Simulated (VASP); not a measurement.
# CO2 (I-42d) in VASP: further runs

Runs on CO2. Level: PBEsol. Tasks: relaxation of shape and atoms at fixed volume, relaxation of cell and atoms.

All numbers are computed with VASP 6.6.1; they aren't measurements. Logs are shortened: lines on timing, memory, paths and dates and some standing lists are left out, and cuts for length are marked.

## 1. The cell of the first run

It takes space group I-42d (No. 122, tetragonal). Conventional cell: a = 3.878 Å, b = 3.878 Å, c = 5.877 Å, α = 90.00°, β = 90.00°, γ = 90.00°. C (site symmetry -4) has 4 O at 1.38 Å within 1.8 Å. O (site symmetry 2) has 2 C at 1.38 Å within 1.8 Å.

## 2. Relaxation of shape and atoms at fixed volume, PBEsol (volume scaled by 0.97)

Contents of INCAR:

```
  ALGO = Normal
  EDIFF = 1E-6
  EDIFFG = -0.01
  ENCUT = 600
  GGA = PS
  IBRION = 2
  ISIF = 4
  ISMEAR = 0
  LASPH = True
  LCHARG = False
  LREAL = False
  LWAVE = False
  NELM = 80
  NSW = 50
  PREC = Accurate
  SIGMA = 0.02
```

Contents of KPOINTS:

```
k-points
0
Gamma
  8 8 8
```

Contents of POSCAR:

```
CO2
1.0
   -1.9391571546      1.9391571546      2.9386581563
    1.9391571546     -1.9391571546      2.9386581563
    1.9391571546      1.9391571546     -2.9386581563
C O
2 4
Direct
    0.7500000000      0.2500000000      0.5000000000
    0.0000000000      0.0000000000      0.0000000000
    0.7077697658      0.1250000000      0.0827697658
    0.0422302342      0.6250000000      0.9172302342
    0.3750000000      0.2922302342      0.4172302342
    0.8750000000      0.9577697658      0.5827697658
```

Potentials or basis: VASP PAW PBE potentials, release 64 (C, O).

Started as:

```sh
cat potpaw_PBE.64/C/POTCAR potpaw_PBE.64/O/POTCAR > POTCAR
mpirun -np 1 vasp_std > vasp.out
```

OUTCAR:

```text
EDIFF = 1E-6
   EDIFFG = -0.01
   ENCUT = 600
   GGA = PS
   IBRION = 2
   ISIF = 4
   ISMEAR = 0
   LASPH = True
   LREAL = False
   NELM = 80
   NSW = 50
   PREC = Accurate

 ion  position               nearest neighbor table
   1  0.750  0.250  0.500-   3 1.38   4 1.38   5 1.38   6 1.38
   2  0.000  0.000  0.000-   4 1.38   5 1.38   6 1.38   3 1.38
   3  0.708  0.125  0.083-   1 1.38   2 1.38
   4  0.042  0.625  0.917-   1 1.38   2 1.38
   5  0.375  0.292  0.417-   1 1.38   2 1.38
   6  0.875  0.958  0.583-   2 1.38   1 1.38

  LATTYP: Found a body centered tetragonal cell.
 ALAT       =     3.8783143092
 C/A-ratio  =     1.5154306340

  Lattice vectors:

 A1 = (  -1.9391571546,   1.9391571546,   2.9386581563)
 A2 = (   1.9391571546,  -1.9391571546,   2.9386581563)
 A3 = (   1.9391571546,   1.9391571546,  -2.9386581563)

Analysis of symmetry for initial positions (statically):
=====================================================================
 Subroutine PRICEL returns:
 Original cell was already a primitive cell.

 Routine SETGRP: Setting up the symmetry group for a
 body centered tetragonal supercell.

 Subroutine GETGRP returns: Found  8 space group operations
 (whereof  4 operations were pure point group operations)
 out of a pool of 16 trial point group operations.

The static configuration has the point symmetry S_4 .
 The point group associated with its full space group is D_2d.

Analysis of symmetry for dynamics (positions and initial velocities):
=====================================================================
 Subroutine PRICEL returns:
 Original cell was already a primitive cell.

 Routine SETGRP: Setting up the symmetry group for a
 body centered tetragonal supercell.

 Subroutine GETGRP returns: Found  8 space group operations
 (whereof  4 operations were pure point group operations)
 out of a pool of 16 trial point group operations.

The dynamic configuration has the point symmetry S_4 .
 The point group associated with its full space group is D_2d.

 Subroutine INISYM returns: Found  8 space group operations
 (whereof  4 operations are pure point group operations),
 and found     1 'primitive' translations

----------------------------------------------------------------------------------------

                                     Primitive cell

  volume of cell :      44.2013

  direct lattice vectors                    reciprocal lattice vectors
    -1.939157155  1.939157155  2.938658156     0.000000000  0.257843981  0.170145683
     1.939157155 -1.939157155  2.938658156     0.257843981  0.000000000  0.170145683
     1.939157155  1.939157155 -2.938658156     0.257843981  0.257843981  0.000000000

  length of vectors
     4.019499061  4.019499061  4.019499061     0.308922437  0.308922437  0.364646455

  position of ions in fractional coordinates (direct lattice)
     0.750000000  0.250000000  0.500000000
     0.000000000  0.000000000  0.000000000
     0.707769766  0.125000000  0.082769766
     0.042230234  0.625000000  0.917230234
     0.375000000  0.292230234  0.417230234
     0.875000000  0.957769766  0.582769766

  ion indices of the primitive-cell ions
   primitive index   ion index
                 1           1
                 2           2
                 3           3
                 4           4
                 5           5
                 6           6

----------------------------------------------------------------------------------------

 KPOINTS: k-points

Automatic generation of k-mesh.
 Grid dimensions read from file:
 generate k-points for:    8    8    8

 Generating k-lattice:

  Cartesian coordinates                     Fractional coordinates (reciprocal lattice)
     0.000000000  0.032230498  0.021268210     0.125000000  0.000000000  0.000000000
     0.032230498  0.000000000  0.021268210     0.000000000  0.125000000  0.000000000
     0.032230498  0.032230498  0.000000000     0.000000000  0.000000000  0.125000000

  Length of vectors
     0.038615305  0.038615305  0.045580807

  Shift w.r.t. Gamma in fractional coordinates (k-lattice)
     0.000000000  0.000000000  0.000000000

 Subroutine IBZKPT returns following result:
 ===========================================

 Found     59 irreducible k-points:

 Following reciprocal coordinates:
            Coordinates               Weight
  0.000000  0.000000  0.000000      1.000000
  0.125000  0.000000  0.000000      8.000000
  0.250000  0.000000  0.000000      8.000000
  0.375000  0.000000 -0.000000      8.000000
  0.500000  0.000000  0.000000      4.000000
  0.125000  0.125000  0.000000      8.000000
[... 16 lines left out ...]
  0.250000  0.125000  0.125000     16.000000
  0.375000  0.125000  0.125000      8.000000
 [... further k-points ...]
   k-points           NKPTS =     59   k-points in BZ     NKDIM =     59   number of bands    NBANDS=     20
   number of dos      NEDOS =    301   number of ions     NIONS =      6
   total plane-waves  NPLWV =  32768
   dimension x,y,z NGX =    32 NGY =   32 NGZ =   32
   dimension x,y,z NGXF=    64 NGYF=   64 NGZF=   64
   ions per type =               2   4
   NGX,Y,Z   is equivalent  to a cutoff of  13.24, 13.24, 13.24 a.u.
   NGXF,Y,Z  is equivalent  to a cutoff of  26.47, 26.47, 26.47 a.u.
 SYSTEM =  unknown system
   PREC   = accura    normal or accurate (medium, high low for compatibility)
   ISTART =      0    job   : 0-new  1-cont  2-samecut
   ICHARG =      2    charge: 1-file 2-atom 10-const
   ISPIN  =      1    spin polarized calculation?
   LNONCOLLINEAR =      F non collinear calculations
   LSORBIT =      F    spin-orbit coupling
   LASPH  =      T    aspherical Exc in radial PAW
   ENCUT  =  600.0 eV  44.10 Ry    6.64 a.u.   8.03  8.03  8.03*2*pi/ulx,y,z
   NELM   =     80;   NELMIN=  2; NELMDL= -5     # of ELM steps
   EDIFF  = 0.1E-05   stopping-criterion for ELM
   LREAL  =      F    real-space projection
   EDIFFG = -.1E-01   stopping-criterion for IOM
   NSW    =     50    number of steps for IOM
   IBRION =      2    ionic relax: 0-MD 1-quasi-New 2-CG
   NFREE  =      1    steps in history (QN), initial steepest desc. (CG)
   ISIF   =      4    stress and relaxation
   ISYM   =      2    0-nonsym 1-usesym 2-fastsym
   POTIM  = 0.5000    time-step for ionic-motion
   TEBEG  =    0.0;   TEEND  =   0.0 temperature during run
   PSTRESS=    0.0 pullay stress
   NELECT =      32.0000    total number of electrons
   NUPDOWN=      -1.0000    fix difference up-down
   EMIN   =  10.00;   EMAX   =-10.00  energy-range for DOS
   EFERMI =   0.00;   METHOD = LEGACY
   ISMEAR =     0;   SIGMA  =   0.02  broadening in eV -4-tet -1-fermi 0-gaus
   EFERMI_NEDOS =   21; number of points for ismear=-14 and -15
   IALGO  =     38    algorithm
   IMIX   =      4    mixing-type and parameters
     AMIX     =   0.40;   BMIX     =  1.00
     AMIX_MAG =   1.60;   BMIX_MAG =  1.00
  volume/ion in A,a.u.               =       7.37        49.71
  Fermi-wavevector in a.u.,A,eV,Ry     =   1.469986  2.777870 29.400260  2.160858
  Thomas-Fermi vector in A             =   2.585297
   LORBIT       =      0    0 simple, 1 ext, 2 COOP (PROOUT), +10 PAW based schemes
   GGA     = PS    functional components
   LHFCALC =     F    Hartree Fock is set to
   AEXX    =    0.0000 exact exchange contribution
   IVDW    =     0    specifies the selected vdW correction
   LEPSILON=     F    determine dielectric tensor
   LRPA    =     F    only Hartree local field effects (RPA)
 conjugate gradient relaxation of ions
 non-spin polarized calculation
 Gauss-broadening in eV      SIGMA  =   0.02
  energy-cutoff  :      600.00
  volume of cell :       44.20
 maximum number of plane-waves:      1492
   NGX = 17   NGY = 17   NGZ = 17

--------------------------------------- Ionic step        1  -------------------------------------------

 number of electron      32.0000003 magnetization

 Free energy of the ion-electron system (eV)
  ---------------------------------------------------
  ext. energy  EPLUGINS =         0.00000000
  ---------------------------------------------------
  free energy    TOTEN  =       -46.07147277 eV

  energy without entropy =      -46.07147277  energy(sigma->0) =      -46.07147277

------------------------ aborting loop because EDIFF is reached ----------------------------------------

  FORCE on cell =-STRESS in cart. coord.  units (eV):
  Direction    XX          YY          ZZ          XY          YZ          ZX
  --------------------------------------------------------------------------------------
  -------------------------------------------------------------------------------------
  Total        2.9668953      2.9668953      2.6626761      0.0000000      0.0000000      0.0000000
  in kB      107.5419048    107.5419048     96.5147837      0.0000000      0.0000000      0.0000000
  external PRESSURE =     103.8661978 kB  Pullay stress =       0.0000000 kB
[... 145 lines left out ...]
  energy  without entropy=      -46.0972776613  energy(sigma->0) =      -46.09727766

--------------------------------------- Ionic step        5  -------------------------------------------

 number of electron      32.0000010 magnetization

 Free energy of the ion-electron system (eV)
  ---------------------------------------------------
  ext. energy  EPLUGINS =         0.00000000
  ---------------------------------------------------
  free energy    TOTEN  =       -46.09856218 eV

  energy without entropy =      -46.09856218  energy(sigma->0) =      -46.09856218

 E-fermi :   2.8557     XC(G=0): -11.7190

 val. band max:        2.7542030534   @ k =   0.5000   0.0000   0.0000
 cond. band min:      10.3241709512   @ k =   0.0000   0.0000   0.0000
 fundamental gap:      7.5699678978
 Fermi energy:         2.8556915824

 k-point     1 :       0.0000    0.0000    0.0000
  band No.  band energies     occupation
      1     -21.6560      2.00000
      2     -16.2975      2.00000
      3     -16.2975      2.00000
      4     -15.5840      2.00000
      5     -11.8862      2.00000
      6      -7.1678      2.00000
[... 12 lines left out ...]
     19      12.3544      0.00000
[... 513 lines left out ...]
      4     -16.1768      2.00000
      5      -9.7624      2.00000
      6      -7.7169      2.00000
[... 12 lines left out ...]
     19      12.5396      0.00000
     20      13.0034      0.00000

 [... further k-points ...]
[... 5 lines left out ...]
  --------------------------------------------------------------------------------------
  -------------------------------------------------------------------------------------
  Total        1.3766007      1.3766007      1.3685278      0.0000000      0.0000000      0.0000000
  in kB       49.8980412     49.8980412     49.6054205      0.0000000      0.0000000      0.0000000
  external PRESSURE =      49.8005010 kB  Pullay stress =       0.0000000 kB
[... 21 lines left out ...]
  FREE ENERGIE OF THE ION-ELECTRON SYSTEM (eV)
  ---------------------------------------------------
  free  energy   TOTEN  =       -46.0985621803 eV

  energy  without entropy=      -46.0985621803  energy(sigma->0) =      -46.09856218

 reached required accuracy - stopping structural energy minimisation
```

Wall time 59 s (1 thread of Intel Xeon 6975P-C (Granite Rapids), shared host); peak memory 0.2 GiB.

Results:

- Free energy: -46.0986 eV
- Energy gained by relaxing: 4.5 meV/atom
- Ionic steps: 5
- Pressure after relaxing: 5.0 GPa
- Band gap on the k mesh: 7.57 eV, indirect (least direct gap 7.96 eV)

Step by step:
```csv
step,energy change (eV),largest force (eV/Å),pressure (GPa),volume (Å³)
1,0.0000,0.5686,10.39,44.20
2,-0.0228,0.1460,4.15,44.20
3,-0.0247,0.0063,5.47,44.20
4,-0.0258,0.0053,5.36,44.20
5,-0.0271,0.0020,4.98,44.20
```

Final structure:
```
C O
1.0
    -1.93120    1.93120    2.96293
     1.93120   -1.93120    2.96293
     1.93120    1.93120   -2.96293
C O
2 4
Direct
  0.75000 0.25000 0.50000
  0.00000 0.00000 0.00000
  0.70133 0.12500 0.07633
  0.04867 0.62500 0.92367
  0.37500 0.29867 0.42367
  0.87500 0.95133 0.57633
```

Levels at points of the mesh, in eV from the valence-band top:
| k point | band 13 | band 14 | band 15 | band 16 | band 17 | band 18 | band 19 | band 20 |
| --- | --- | --- | --- | --- | --- | --- | --- | --- |
| (0.00, 0.00, 0.00) | -1.41 | -0.84 | -0.84 | -0.39 | 7.57 | 9.60 | 9.60 | 9.67 |
| (0.50, 0.00, 0.00) | -1.76 | -1.48 | -0.44 | 0.00 | 8.45 | 9.72 | 10.07 | 10.44 |
| (0.50, 0.50, 0.00) | -0.63 | -0.63 | -0.58 | -0.58 | 9.22 | 9.22 | 10.11 | 10.11 |
| (0.50, 0.50, 0.50) | -2.93 | -2.93 | -0.06 | -0.06 | 8.86 | 8.86 | 10.99 | 10.99 |

Caveat: the cell differs from its parent crystal (volume scaled by 0.97); the PAW data sets were made with another functional, which shifts forces and pressure a little. A k mesh can miss the band edges.

## 3. Relaxation of shape and atoms at fixed volume, PBEsol (volume scaled by 1.03)

Contents of INCAR:

```
ALGO = Normal
EDIFF = 1E-6
EDIFFG = -0.01
ENCUT = 600
GGA = PS
IBRION = 2
ISIF = 4
ISMEAR = 0
LASPH = T
LCHARG = F
LREAL = F
LWAVE = F
NELM = 80
NSW = 50
PREC = Accurate
SIGMA = 0.02
```

KPOINTS is that of step 2.

Edit POSCAR of step 2 so:

```diff
@@ -2,5 +2,5 @@
 1.0
-   -1.9391571546      1.9391571546      2.9386581563
-    1.9391571546     -1.9391571546      2.9386581563
-    1.9391571546      1.9391571546     -2.9386581563
+   -1.9783426041      1.9783426041      2.9980409868
+    1.9783426041     -1.9783426041      2.9980409868
+    1.9783426041      1.9783426041     -2.9980409868
 C O
```

Potentials or basis: VASP PAW PBE potentials, release 64 (C, O).

Started as:

```sh
cat potpaw_PBE.64/C/POTCAR potpaw_PBE.64/O/POTCAR > POTCAR
mpirun -np 1 vasp_std > vasp.out
```

Run time: 84 s. Hardware: 1 thread of Intel Xeon 6975P-C (Granite Rapids), shared host; peak memory 0.23 GiB.

Results (log left out):

| Quantity | Value |
| --- | --- |
| Free energy | -46.1220 eV |
| Energy gained by relaxing | 1.7 meV/atom |
| Ionic steps | 5 |
| Pressure after relaxing | -3.7 GPa |
| Band gap on the k mesh | 7.53 eV, indirect (least direct gap 8.00 eV) |

The path:
| step | energy change (eV) | largest force (eV/Å) | pressure (GPa) | volume (Å³) |
| --- | --- | --- | --- | --- |
| 1 | 0.0000 | 0.3192 | -6.59 | 46.94 |
| 2 | -0.0087 | 0.0322 | -3.66 | 46.94 |
| 3 | -0.0088 | 0.0032 | -3.99 | 46.94 |
| 4 | -0.0095 | 0.0017 | -3.88 | 46.94 |
| 5 | -0.0100 | 0.0014 | -3.68 | 46.94 |

Final structure:
```cif
data_structure
_symmetry_space_group_name_H-M 'P 1'
_symmetry_Int_Tables_number 1
_cell_length_a 4.0937
_cell_length_b 4.0937
_cell_length_c 4.0937
_cell_angle_alpha 122.021
_cell_angle_beta 122.021
_cell_angle_gamma 86.533
_cell_volume 46.94
loop_
_atom_site_label
_atom_site_type_symbol
_atom_site_fract_x
_atom_site_fract_y
_atom_site_fract_z
_atom_site_occupancy
C1 C 0.75000 0.25000 0.50000 1
C2 C 0.00000 0.00000 0.00000 1
O1 O 0.71185 0.12500 0.08685 1
O2 O 0.03815 0.62500 0.91315 1
O3 O 0.37500 0.28815 0.41315 1
O4 O 0.87500 0.96185 0.58685 1
```

Levels at points of the mesh, in eV from the valence-band top:
```tsv
k point	band 13	band 14	band 15	band 16	band 17	band 18	band 19	band 20
(0.00, 0.00, 0.00)	-1.18	-0.93	-0.93	-0.47	7.53	9.12	9.20	9.20
(0.50, 0.00, 0.00)	-1.73	-1.40	-0.44	0.00	8.16	9.42	9.53	10.25
(0.50, 0.50, 0.00)	-0.69	-0.69	-0.50	-0.50	8.83	8.83	9.84	9.84
(0.50, 0.50, 0.50)	-2.87	-2.87	-0.02	-0.02	8.85	8.85	10.59	10.59
```

Caveat: the cell differs from its parent crystal (volume scaled by 1.03); the PAW data sets were made with another functional, which shifts forces and pressure a little. A k mesh can miss the band edges.

## 4. Relaxation of cell and atoms, PBEsol

This run uses another cell than the first one, of 7.84 Å³/atom, 1.064 times its volume.

Contents of INCAR:

```
SYSTEM = CO2
  ALGO = Normal
  EDIFF = 1E-6
  EDIFFG = -0.005
  ENCUT = 600
  GGA = PS
  IBRION = 2
  ISIF = 3
  ISMEAR = 0
  LASPH = .TRUE.
  LCHARG = .FALSE.
  LREAL = .FALSE.
  LWAVE = .FALSE.
  NELM = 100
  NSW = 100
  PREC = Accurate
  SIGMA = 0.02
```

Contents of KPOINTS:

```
k-points
0
G
  8 8 8
  0 0 0
```

Contents of POSCAR:

```
CO2
1.0
   -1.9747270000      1.9747270000      3.0140580000
    1.9747270000     -1.9747270000      3.0140580000
    1.9747270000      1.9747270000     -3.0140580000
C O
2 4
Direct
    0.7500000000      0.2500000000      0.5000000000
    0.0000000000      0.0000000000      0.0000000000
    0.7097980000      0.1250000000      0.0847980000
    0.0402020000      0.6250000000      0.9152020000
    0.3750000000      0.2902020000      0.4152020000
    0.8750000000      0.9597980000      0.5847980000
```

Started as:

```sh
cat potpaw_PBE.64/C/POTCAR potpaw_PBE.64/O/POTCAR > POTCAR
mpirun -np 1 vasp_std > vasp.out
```

Wall time 5.5 min (1 thread of Oxide Virtual Turin-like, shared host); peak memory 0.2 GiB.

Results (log left out):

| Quantity | Value |
| --- | --- |
| Free energy | -46.1373 eV |
| Relaxed volume | 7.61 Å³/atom |
| Relaxed cell | a = 4.063 Å, b = 4.063 Å, c = 4.063 Å, α = 122.31°, β = 122.31°, γ = 86.04° |
| Space group after relaxing (to 0.05 Å) | I-42d (No. 122) |
| Energy gained by relaxing | 3.6 meV/atom |
| Ionic steps | 10 |
| Pressure after relaxing | 0.0 GPa |
| Band gap on the k mesh | 7.56 eV, indirect (least direct gap 7.99 eV) |

The path:
| step | energy change (eV) | largest force (eV/Å) | pressure (GPa) | volume (Å³) |
| --- | --- | --- | --- | --- |
| 1 | 0.0000 | 0.1232 | -5.41 | 47.01 |
| 2 | 0.0057 | 0.5582 | 6.26 | 45.24 |
| 3 | -0.0154 | 0.1822 | -0.27 | 46.18 |
| 4 | -0.0207 | 0.0763 | -0.16 | 45.90 |
| 5 | -0.0217 | 0.0031 | -0.05 | 45.72 |
| 6 | -0.0217 | 0.0073 | -0.08 | 45.73 |
| 7 | -0.0217 | 0.0097 | 0.01 | 45.70 |
| 8 | -0.0218 | 0.0143 | 0.18 | 45.65 |
| 9 | -0.0218 | 0.0072 | 0.09 | 45.66 |
| 10 | -0.0218 | 0.0005 | 0.01 | 45.66 |

Final structure:
```
C O
1.0
    -1.96019    1.96019    2.97084
     1.96019   -1.96019    2.97084
     1.96019    1.96019   -2.97084
C O
2 4
Direct
  0.75000 0.25000 0.50000
  0.00000 0.00000 0.00000
  0.70704 0.12500 0.08204
  0.04296 0.62500 0.91796
  0.37500 0.29296 0.41796
  0.87500 0.95704 0.58204
```

Levels at points of the mesh, in eV from the valence-band top:
| k point | band 14 | band 15 | band 16 | band 17 | band 18 | band 19 |
| --- | --- | --- | --- | --- | --- | --- |
| (0.00, 0.00, 0.00) | -0.89 | -0.89 | -0.44 | 7.56 | 9.37 | 9.39 |
| (0.50, 0.00, 0.00) | -1.44 | -0.44 | 0.00 | 8.30 | 9.56 | 9.78 |
| (0.50, 0.50, 0.00) | -0.66 | -0.54 | -0.54 | 9.01 | 9.01 | 9.96 |
| (0.50, 0.50, 0.50) | -2.90 | -0.03 | -0.03 | 8.86 | 8.86 | 10.80 |

Caveat: the PAW data sets were made with another functional, which shifts forces and pressure a little. A k mesh can miss the band edges.

(Part 1 of 2 ends here.)
